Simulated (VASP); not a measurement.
# Si (I4_1/amd) in VASP: notebook, part 2 of 2

VASP 6.6.1. Earlier steps stand in the parts before.

**3. Electric field gradients, LDA (zz strain of -2 %)**

INCAR reads:

```
SYSTEM = Si
PREC = Accurate
ENCUT = 520
EDIFF = 1E-8
ISMEAR = -1
SIGMA = 0.08
LREAL = .False.
LASPH = .True.
NELM = 80
ALGO = Normal
ISIF = 2
LWAVE = .False.
LCHARG = .False.
GGA = CA
LEFG = .True.
NBANDS = 11
```

KPOINTS reads:

```
regular mesh
0
Gamma
  11 11 11
  0 0 0
```

POSCAR reads:

```
Si
1.0
    0.0000000000      2.7154700000      2.6611606000
    2.7154700000      0.0000000000      2.6611606000
    2.7154700000      2.7154700000      0.0000000000
Si
2
Direct
    0.5000000000      0.5000000000      0.5000000000
    0.7500000000      0.7500000000      0.7500000000
```

Potentials or basis: VASP PAW LDA potentials, release 64 (Si).

On the command line:

```
> cat potpaw_LDA.64/Si/POTCAR > POTCAR
> mpirun -np 1 vasp_std > vasp.out
```

OUTCAR:

```text
SYSTEM = Si
   PREC = Accurate
   ENCUT = 520
   EDIFF = 1E-8
   ISMEAR = -1
   LREAL = .False.
   LASPH = .True.
   NELM = 80
   ISIF = 2
   GGA = CA

 ion  position               nearest neighbor table
   1  0.500  0.500  0.500-   2 2.34   2 2.34   2 2.34   2 2.34
   2  0.750  0.750  0.750-   1 2.34   1 2.34   1 2.34   1 2.34

  LATTYP: Found a body centered tetragonal cell.
 ALAT       =     3.8402545022
 C/A-ratio  =     1.3859292911

  Lattice vectors:

 A1 = (   0.0000000000,  -2.7154700000,  -2.6611606000)
 A2 = (   0.0000000000,   2.7154700000,  -2.6611606000)
 A3 = (   2.7154700000,   0.0000000000,   2.6611606000)

Analysis of symmetry for initial positions (statically):
=====================================================================
 Subroutine PRICEL returns:
 Original cell was already a primitive cell.

 Routine SETGRP: Setting up the symmetry group for a
 body centered tetragonal supercell.

 Subroutine GETGRP returns: Found 16 space group operations
 (whereof  8 operations were pure point group operations)
 out of a pool of 16 trial point group operations.

The static configuration has the point symmetry D_2d.
 The point group associated with its full space group is D_4h.

Analysis of symmetry for dynamics (positions and initial velocities):
=====================================================================
 Subroutine PRICEL returns:
 Original cell was already a primitive cell.

 Routine SETGRP: Setting up the symmetry group for a
 body centered tetragonal supercell.

 Subroutine GETGRP returns: Found 16 space group operations
 (whereof  8 operations were pure point group operations)
[... 165 lines left out ...]
      7       8.5351      0.00000
      8       9.4113      0.00000
      9      13.5297      0.00000
     10      13.7406      0.00000
     11      13.8951      0.00000
[... 309 lines left out ...]
 k-point    24 :      -0.1818    0.1818    0.0000
  band No.  band energies     occupation
      1      -4.9865      2.00000
      2       1.9046      2.00000
      3       3.2884      2.00000
      4       5.1888      1.99999
      5       8.8357      0.00000
      6       9.7163      0.00000
      7      10.0860      0.00000
      8      11.6678      0.00000
      9      11.9479      0.00000
     10      15.8670      0.00000
     11      16.6133      0.00000

 [... further k-points ...]
[... 5 lines left out ...]
  --------------------------------------------------------------------------------------
  -------------------------------------------------------------------------------------
  Total       -0.0450476     -0.0450476      0.4067536      0.0000000      0.0000000      0.0000000
  in kB       -1.8390382     -1.8390382     16.6054592      0.0000000      0.0000000      0.0000000
  external PRESSURE =       4.3091276 kB  Pullay stress =       0.0000000 kB

 VOLUME and BASIS-vectors are now :
 -----------------------------------------------------------------------------
  energy-cutoff  :      520.00
  volume of cell :       39.25
      direct lattice vectors                 reciprocal lattice vectors
     0.000000000  2.715470000  2.661160600    -0.184130187  0.184130187  0.187887946
     2.715470000  0.000000000  2.661160600     0.184130187 -0.184130187  0.187887946
     2.715470000  2.715470000  0.000000000     0.184130187  0.184130187 -0.187887946

 POSITION                                       TOTAL-FORCE (eV/Angst)
 -----------------------------------------------------------------------------------
      2.71547      2.71547      2.66116         0.000000      0.000000      0.000000
      4.07320      4.07320      3.99174        -0.000000     -0.000000     -0.000000
 -----------------------------------------------------------------------------------
    total drift:                                0.000000      0.000000     -0.000000

  FREE ENERGIE OF THE ION-ELECTRON SYSTEM (eV)
  ---------------------------------------------------
  free  energy   TOTEN  =       -11.9163111147 eV

  energy  without entropy=      -11.9155842532  energy(sigma->0) =      -11.91594768

 Electric field gradients (V/A^2)
---------------------------------------------------------------------
 ion       V_xx      V_yy      V_zz      V_xy      V_xz      V_yz
---------------------------------------------------------------------
   1      -0.120    -0.120     0.240    -0.000    -0.000    -0.000
   2      -0.120    -0.120     0.240    -0.000    -0.000    -0.000
---------------------------------------------------------------------

 Electric field gradients after diagonalization (V/A^2)
 (convention: |V_zz| > |V_xx| > |V_yy|)
----------------------------------------------------------------------
 ion       V_xx      V_yy      V_zz     asymmetry (V_yy - V_xx)/ V_zz
----------------------------------------------------------------------
   1      -0.120    -0.120     0.240       0.001
   2      -0.120    -0.120     0.240       0.001
----------------------------------------------------------------------

           NMR quadrupolar parameters

 Cq : quadrupolar parameter    Cq=e*Q*V_zz/h
 eta: asymmetry parameters     (V_yy - V_xx)/ V_zz
 Q  : nuclear electric quadrupole moment in mb (millibarn)
----------------------------------------------------------------------
 ion       Cq(MHz)       eta       Q (mb)
----------------------------------------------------------------------
   1       0.001       0.001       1.000
   2       0.001       0.001       1.000
----------------------------------------------------------------------
```

OSZICAR:

```text
N       E                     dE             d eps       ncg     rms          rms(c)
DAV:   1     0.748926677091E+01    0.74893E+01   -0.32381E+03  2772   0.588E+02
DAV:   2    -0.115973695128E+02   -0.19087E+02   -0.18261E+02  3725   0.874E+01
DAV:   3    -0.121857158217E+02   -0.58835E+00   -0.58640E+00  3525   0.135E+01
DAV:   4    -0.121903798301E+02   -0.46640E-02   -0.46633E-02  3362   0.150E+00
DAV:   5    -0.121904286043E+02   -0.48774E-04   -0.48773E-04  3565   0.141E-01    0.514E+00
DAV:   6    -0.120011569159E+02    0.18927E+00   -0.11113E-01  3144   0.132E+00    0.308E+00
DAV:   7    -0.119161734528E+02    0.84983E-01   -0.19499E-01  3171   0.180E+00    0.249E-01
DAV:   8    -0.119163390304E+02   -0.16558E-03   -0.83168E-03  3141   0.497E-01    0.843E-02
DAV:   9    -0.119163059826E+02    0.33048E-04   -0.23925E-04  3470   0.816E-02    0.640E-02
DAV:  10    -0.119163112543E+02   -0.52718E-05   -0.17581E-05  3232   0.246E-02    0.295E-02
DAV:  11    -0.119163111120E+02    0.14237E-06   -0.10385E-06  3294   0.536E-03    0.209E-03
DAV:  12    -0.119163111147E+02   -0.27812E-08   -0.24522E-08  3299   0.935E-04
   1 F= -.11916311E+02 E0= -.11915948E+02  d E =-.726862E-03
```

stdout:

```text
POSCAR found type information on POSCAR Si
 POSCAR found :  1 types and       2 ions
 scaLAPACK will be used
 LDA part: xc-table for (Slater(with rela. corr.)+CA(PZ))
 , standard interpolation
 POSCAR, INCAR and KPOINTS ok, starting setup
 FFT: planning ... GRIDC
 FFT: planning ... GRID_SOFT
 FFT: planning ... GRID
 WAVECAR not read
 entering main loop
ion   1

ion   2
```

Run time: 16 s. Hardware: 1 thread of Intel Xeon 6975P-C (Granite Rapids), shared host; peak memory 0.16 GiB.

What came out:

```
Free energy            : -11.9163 eV
Pressure               : 0.4 GPa
Band gap on the k mesh : 0.25 eV, indirect (least direct gap 2.39 eV)
```

Levels at points of the mesh, in eV from the valence-band top:
```
           k point  band 1  band 2  band 3  band 4  band 5  band 6  band 7  band 8
(0.00, 0.00, 0.00)  -12.19   -0.14   -0.14    0.00    2.39    2.47    2.47    3.34
```

Caveat: the cell differs from its parent crystal (zz strain of -2 %); without QUAD_EFG the Cq values of the log hold for a quadrupole moment of 1 mb, not for the nuclei. A k mesh can miss the band edges.
